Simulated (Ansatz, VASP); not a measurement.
One calculation of SiC3, two programs

Contents of INCAR:

```
PREC = Accurate
ENCUT = 600
EDIFF = 1E-6
ISMEAR = 0
SIGMA = 0.1
LREAL = F
LASPH = T
NELM = 60
ALGO = Normal
ISIF = 3
LWAVE = F
LCHARG = F
GGA = PE
IBRION = 2
NSW = 90
EDIFFG = -0.04
```

The input KPOINTS:

```
Automatic mesh
0
Gamma
  6 6 4
```

File POSCAR:

```
SiC3
1.0
    2.5165884397      0.0000000000      0.0000000000
   -1.2582942198      2.1794295196      0.0000000000
    0.0000000000      0.0000000000      6.5636660218
Si C
1 3
Direct
    0.3333333333      0.6666666667      0.5000000000
    0.3333333333      0.6666666667      0.0000000000
    0.6666666667      0.3333333333      0.1305866599
    0.6666666667      0.3333333333      0.8694133401
```

Input for Ansatz:

```yaml
crystal:
  lattice:
    - [2.5165884397, 0.0, 0.0]
    - [-1.2582942198, 2.1794295196, 0.0]
    - [0.0, 0.0, 6.5636660218]
  atoms:
    - { symbol: Si, position: [0.3333333333, 0.6666666667, 0.5] }
    - { symbol: C, position: [0.3333333333, 0.6666666667, 0.0] }
    - { symbol: C, position: [0.6666666667, 0.3333333333, 0.1305866599] }
    - { symbol: C, position: [0.6666666667, 0.3333333333, 0.8694133401] }
basis:
  ecutwfc: 420
kpoints:
  mp_grid: { grid: [6, 6, 4] }
hamiltonian:
  xc: pbe
scf:
  occupations: { method: gaussian, width: 0.1 }
  lower_state_search: "off"
output:
  forces: true
  stress: true
  eigenvalues: true
relax:
  adjacent_minimum: "off"
  f_tol: 0.04
  max_steps: 70
  cell: { stress_tol: 0.4 }
```

Alike in both runs: task relaxation of cell and atoms; functional PBE; k mesh 6 × 6 × 4; occupations gaussian, width 0.1 eV; no spin polarisation.

```csv
,VASP,Ansatz
version,VASP 6.6.1,Ansatz 0.2.0
potentials or method,"VASP PAW PBE potentials, release 64 (Si, C), cutoff 600 eV","scalar-relativistic, plane waves, PAW"
valence electrons in the cell,16,16
```

```csv
,VASP,Ansatz,Ansatz less VASP
"gap on the k mesh at the Fermi level, each at its own relaxed structure (eV)",none,none,-
relaxed volume (Å³/atom),8.93,8.93,-0.007
relaxed cell length with the largest relative difference (Å),6.542,6.525,-0.0178
```

A gap of «none» marks a metal or a gap that the smearing closes.

The k mesh is coarse, so the values compare programs but aren't converged.
